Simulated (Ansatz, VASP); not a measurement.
Au: VASP beside Ansatz

```
Au
1.0
     2.94010    0.00000    0.00000
     0.00000    4.15793    0.00000
     0.00000    0.00000   18.94010
Au
3
Cartesian
  0.0000 0.0000 8.0000
  1.4700 2.0790 9.4701
  0.0000 0.0000 10.9401
```

Alike in both runs: task single point; functional PBE; k mesh 12 × 9 × 1; occupations fermi-dirac, width 0.05 eV; no spin polarisation.

|  | VASP | Ansatz |
| --- | --- | --- |
| version | VASP 6.6.1 | Ansatz 0.2.0 |
| potentials or method | VASP PAW PBE potentials, release 64 (Au), cutoff 400 eV | all-electron LAPW, scalar-relativistic |

|  | VASP | Ansatz | Ansatz less VASP |
| --- | --- | --- | --- |
| rms of the force components (eV/Å) | 0.180 | 0.178 | -0.0020 |

Atom by atom the forces differ by 0.002 eV/Å (rms over components). Ansatz ran all-electron here, and VASP with PAW potentials.

Spin-orbit coupling is off throughout.
